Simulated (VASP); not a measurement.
The system is I.

```
CELL_PARAMETERS angstrom
-1.61746 1.61746 4.26481
1.61746 -1.61746 4.26481
1.61746 1.61746 -4.26481
ATOMIC_POSITIONS crystal
I 0.00000 0.00000 0.00000
```

Base run:

| Property | Result |
| --- | --- |
| Program | VASP 6.6.1 |
| Functional | PBEsol |
| Potentials or basis | VASP PAW PBE potentials, release 64 (I) |
| Cutoff | 520 eV |
| k mesh | 11 × 11 × 11 |
| Occupations | gaussian, width 0.02 eV |
| Spin | no spin polarisation |

Its results: band gap on the k mesh zero (an odd number of electrons rules out a gap without spin polarisation); pressure -1.4 GPa.

Problem. The run is repeated on the same cell with these changes: functional from PBEsol to RPBE; occupations from gaussian, width 0.02 eV to gaussian, width 0.1 eV. What comes out?

Solution. Band gap on the k mesh zero (an odd number of electrons rules out a gap without spin polarisation); pressure 1.3 GPa.

Caveats: the PAW data sets were made with another functional, which shifts forces and pressure a little; spin-orbit coupling is left out, which moves the levels of the heavy elements; an odd number of electrons without spin polarisation forces a metal; a magnetic or distorted state may lie lower.
